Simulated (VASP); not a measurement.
# Mg2Sn (Fm-3m) in VASP: further runs, part 2 of 2

VASP 6.6.1. Earlier steps stand in the parts before.

## Step 4: Relaxation of cell and atoms, PBE

The input, INCAR:

```
SYSTEM = Mg2Sn
PREC     = Accurate       ! precision mode
ENCUT    = 600            ! plane-wave cutoff, eV
EDIFF    = 1E-7           ! SCF threshold, eV
ISMEAR   = 0              ! smearing method
SIGMA    = 0.1            ! smearing width, eV
LREAL    = .False.        ! projectors in reciprocal space
LASPH    = .True.         ! aspherical terms in the spheres
NELM     = 120            ! most SCF steps
ALGO     = Normal         ! electronic algorithm
ISIF     = 3              ! what is computed and relaxed
LWAVE    = .False.        ! write WAVECAR
LCHARG   = .False.        ! write CHGCAR
GGA      = PE             ! functional
IBRION   = 2              ! ionic algorithm
NSW      = 100            ! ionic steps
EDIFFG   = -0.002         ! ionic threshold
GGA_COMPAT= .False.      
NELMIN   = 4
```

The input, KPOINTS:

```
Automatic mesh
0
Gamma
  12 12 12
  0 0 0
```

The input, POSCAR:

```
Mg2Sn
1.0
    0.0000000000      3.3801536900      3.3801536900
    3.3801536900      0.0000000000      3.3801536900
    3.3801536900      3.3801536900      0.0000000000
Mg Sn
2 1
Direct
    0.2500000000      0.2500000000      0.2500000000
    0.7500000000      0.7500000000      0.7500000000
    0.0000000000      0.0000000000      0.0000000000
```

Potentials or basis: VASP PAW PBE potentials, release 64 (Mg, Sn_d).

Run with:

```
cat potpaw_PBE.64/Mg/POTCAR potpaw_PBE.64/Sn_d/POTCAR > POTCAR
mpirun -np 1 vasp_std > vasp.out
```

OUTCAR:

```text
SYSTEM = Mg2Sn
   PREC = Accurate
   ENCUT = 600
   EDIFF = 1E-7
   ISMEAR = 0
   LREAL = .False.
   LASPH = .True.
   NELM = 120
   ISIF = 3
   GGA = PE
   IBRION = 2
   NSW = 100
   EDIFFG = -0.002
   NELMIN = 4

 ion  position               nearest neighbor table
   1  0.250  0.250  0.250-   3 2.93   3 2.93   3 2.93   3 2.93   2 3.38   2 3.38   2 3.38   2 3.38
                             2 3.38   2 3.38
   2  0.750  0.750  0.750-   3 2.93   3 2.93   3 2.93   3 2.93   1 3.38   1 3.38   1 3.38   1 3.38
                             1 3.38   1 3.38
   3  0.000  0.000  0.000-   2 2.93   2 2.93   2 2.93   1 2.93   2 2.93   1 2.93   1 2.93   1 2.93

  LATTYP: Found a face centered cubic cell.
 ALAT       =     6.7603073800

  Lattice vectors:

 A1 = (   0.0000000000,   3.3801536900,   3.3801536900)
 A2 = (   3.3801536900,   0.0000000000,   3.3801536900)
[... 269 lines left out ...]
 Fermi energy:         4.0846447068

 k-point     1 :       0.0000    0.0000    0.0000
  band No.  band energies     occupation
      1     -16.8363      2.00000
      2     -16.8363      2.00000
      3     -16.8363      2.00000
      4     -16.7999      2.00000
      5     -16.7999      2.00000
      6      -4.8822      2.00000
      7       4.1306      0.51566
      8       4.1306      0.51566
      9       4.1306      0.51566
     10       5.4264      0.00000
     11       6.2440      0.00000
     12       6.2440      0.00000
     13       6.2440      0.00000
[... 354 lines left out ...]
  band No.  band energies     occupation
      1     -16.8352      2.00000
      2     -16.8336      2.00000
      3     -16.8326      2.00000
      4     -16.7996      2.00000
      5     -16.7990      2.00000
      6      -3.5299      2.00000
      7      -0.3725      2.00000
      8       1.8335      2.00000
      9       3.0077      2.00000
     10       5.2617      0.00000
     11       6.6925      0.00000
     12       7.0866      0.00000
     13       9.3104      0.00000

 [... further k-points ...]
[... 5 lines left out ...]
  --------------------------------------------------------------------------------------
  -------------------------------------------------------------------------------------
  Total        0.0031350      0.0031350      0.0031350     -0.0000000     -0.0000000      0.0000000
  in kB        0.0636349      0.0636349      0.0636349     -0.0000000     -0.0000000      0.0000000
  external PRESSURE =       0.0636349 kB  Pullay stress =       0.0000000 kB
[... 18 lines left out ...]
  FREE ENERGIE OF THE ION-ELECTRON SYSTEM (eV)
  ---------------------------------------------------
  free  energy   TOTEN  =        -7.4349737181 eV

  energy  without entropy=       -7.4333499344  energy(sigma->0) =       -7.43416183

 reached required accuracy - stopping structural energy minimisation
```

CONTCAR:

```text
Mg2Sn
   1.00000000000000
    -0.0000000000000000    3.4046771599525805    3.4046771599525805
     3.4046771599525805    0.0000000000000000    3.4046771599525805
     3.4046771599525805    3.4046771599525805   -0.0000000000000000
  Mg              Sn
     2     1
Direct
     0.2500000000000000    0.2500000000000000    0.2500000000000000
     0.7500000000000000    0.7500000000000000    0.7500000000000000
     0.0000000000000000    0.0000000000000000    0.0000000000000000

  0.00000000E+00  0.00000000E+00  0.00000000E+00
  0.00000000E+00  0.00000000E+00  0.00000000E+00
  0.00000000E+00  0.00000000E+00  0.00000000E+00
```

Wall time 3.7 min (1 thread of Intel Xeon 8259CL, shared host); peak memory 0.32 GiB.

Results:

- Free energy: -7.4350 eV
- Relaxed volume: 26.31 Å³/atom
- Relaxed cell: a = 4.815 Å, b = 4.815 Å, c = 4.815 Å, α = 60.00°, β = 60.00°, γ = 60.00°
- Space group after relaxing (to 0.1 Å): Fm-3m (No. 225)
- Energy gained by relaxing: 1.6 meV/atom
- Ionic steps: 3
- Pressure after relaxing: 0.0 GPa
- Band gap on the k mesh: zero (bands 9 and 10 overlap by 0.19 eV)

The path:
| step | energy change (eV) | largest force (eV/Å) | pressure (GPa) | volume (Å³) |
| --- | --- | --- | --- | --- |
| 1 | 0.0000 | 0.0000 | 0.99 | 77.24 |
| 2 | -0.0049 | 0.0000 | -0.05 | 79.03 |
| 3 | -0.0049 | 0.0000 | 0.01 | 78.93 |

Final structure:
```cif
data_structure
_symmetry_space_group_name_H-M 'P 1'
_symmetry_Int_Tables_number 1
_cell_length_a 4.8149
_cell_length_b 4.8149
_cell_length_c 4.8149
_cell_angle_alpha 60.000
_cell_angle_beta 60.000
_cell_angle_gamma 60.000
_cell_volume 78.93
loop_
_atom_site_label
_atom_site_type_symbol
_atom_site_fract_x
_atom_site_fract_y
_atom_site_fract_z
_atom_site_occupancy
Mg1 Mg 0.25000 0.25000 0.25000 1
Mg2 Mg 0.75000 0.75000 0.75000 1
Sn1 Sn 0.00000 0.00000 0.00000 1
```

Levels at points of the mesh, in eV from the Fermi level:
```csv
k point,band 7,band 8,band 9,band 10,band 11,band 12
"(0.00, 0.00, 0.00)",0.05,0.05,0.05,1.34,2.16,2.16
"(0.50, 0.00, 0.00)",-4.70,-0.78,-0.78,0.63,2.25,2.25
"(0.50, 0.50, 0.00)",-4.50,-2.03,-2.03,-0.15,0.23,7.16
```

Caveat: spin-orbit coupling is left out, which moves the levels of the heavy elements.

## Step 5: The runs side by side

| task | cell | k mesh | gap on the mesh (eV) | pressure (GPa) |
| --- | --- | --- | --- | --- |
| single point | a = 4.780 Å, angles 60.0°, 3 atoms | 6 × 6 × 6 | none | 1.0 |
| single point | a = 4.820 Å, angles 60.0°, 3 atoms | 12 × 12 × 12 | none | 0.0 |
| relaxation of cell and atoms | relaxed from a = 4.780 Å, angles 60.0°, 3 atoms | 12 × 12 × 12 | none | 0.0 |

Alike in all rows: level PBE; potentials or basis VASP PAW PBE potentials, release 64 (Mg, Sn_d); no spin polarisation; cutoff (eV) 600; smearing gaussian 0.1 eV.

Caveats: spin-orbit coupling is left out, which moves the levels of the heavy elements.

Absolute energies hang on the potentials; compare differences alone.
